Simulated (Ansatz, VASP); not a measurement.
**Two plane-wave programs on Hf3SnTe8**

```
Hf Sn Te
1.0
     7.02665   -4.05572    0.00000
     7.02665    4.05572    0.00000
    -7.00519    0.00000    7.36379
Hf Sn Te
3 1 8
Cartesian
  3.5133 -2.0279 0.0000
  0.0000 0.0000 0.0000
  3.5133 2.0279 0.0000
  7.0267 0.0000 0.0000
  -1.1929 -2.1026 5.6037
  -4.6621 0.0000 5.6111
  -1.1929 2.1026 5.6037
  2.4514 0.0000 5.6012
  11.7103 0.0000 1.7527
  8.2411 2.1026 1.7601
  4.5967 0.0000 1.7626
  8.2411 -2.1026 1.7601
```

Alike in both runs: task single point; functional PBE; k mesh 4 × 4 × 4; occupations gaussian, width 0.1 eV; no spin polarisation.

|  | VASP | Ansatz |
| --- | --- | --- |
| version | VASP 6.6.1 | Ansatz 0.2.0 |
| potentials or method | VASP PAW PBE potentials, release 64 (Hf_pv, Sn_d, Te), cutoff 520 eV | scalar-relativistic, plane waves, PAW |
| valence electrons in the cell | 92 | 220 |

```tsv
	VASP	Ansatz	Ansatz less VASP
gap on the k mesh at the Fermi level (eV)	none	none	-
pressure (GPa)	-0.1	0.0	+0.12
rms of the force components (eV/Å)	0.025	0.019	-0.0054
```

Atom by atom the forces differ by 0.011 eV/Å (rms over components). A gap of «none» marks a metal or a gap that the smearing closes. VASP's potentials hold 92 valence electrons a cell and Ansatz's 220, so a difference there can come from the potentials and not from the codes.

Spin-orbit coupling is off throughout.
